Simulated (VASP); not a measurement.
Set up this calculation in VASP 6.6.1, as the native input.

```
Task                   : single point
Functional             : PBE
Potentials or basis    : VASP PAW PBE potentials, release 64 (Si)
Cutoff                 : 520 eV
k mesh                 : 30 × 30 × 30
Occupations            : gaussian, width 0.1 eV
Spin                   : no spin polarisation
Dipole correction      : no
Further INCAR settings : ALGO = Normal; EDIFF = 1e-06; NBANDS = 11
```

The structure of Si lies in POSCAR:

```
Si
1.0
   -1.2571323948      1.2571323948      4.8130129339
    1.2571323948     -1.2571323948      4.8130129339
    1.2571323948      1.2571323948     -4.8130129339
Si
2
Direct
    0.2500000000      0.7500000000      0.5000000000
    0.5000000000      0.5000000000      0.0000000000
```

The cell was generated, and may not be a known phase.

These files were run (other wordings do the same):

INCAR

```
PREC     = Accurate       # precision mode
ENCUT    = 520            # plane-wave cutoff, eV
EDIFF    = 1E-6           # SCF threshold, eV
ISMEAR   = 0              # smearing method
SIGMA    = 0.1            # smearing width, eV
LREAL    = False          # projectors in reciprocal space
LASPH    = True           # aspherical terms in the spheres
NELM     = 100            # most SCF steps
ALGO     = Normal         # electronic algorithm
ISIF     = 2              # what is computed and relaxed
LWAVE    = False          # write WAVECAR
LCHARG   = False          # write CHGCAR
GGA      = PE             # functional
NBANDS   = 11             # bands
```

KPOINTS

```
regular mesh
0
Gamma
  30 30 30
```

Potentials or basis: VASP PAW PBE potentials, release 64 (Si).

Command:

```bash
$ cat potpaw_PBE.64/Si/POTCAR > POTCAR
$ mpirun -np 1 vasp_std > vasp.out
```

It gave:

```json
{
 "Pressure": "0.0 GPa",
 "Band gap on the k mesh": "zero (bands 4 and 5 overlap by 10.28 eV)"
}
```

It took 17 min on 1 thread of Intel(R) Xeon(R) Platinum 8488C (Sapphire Rapids) (shared host), peak memory 0.66 GiB.
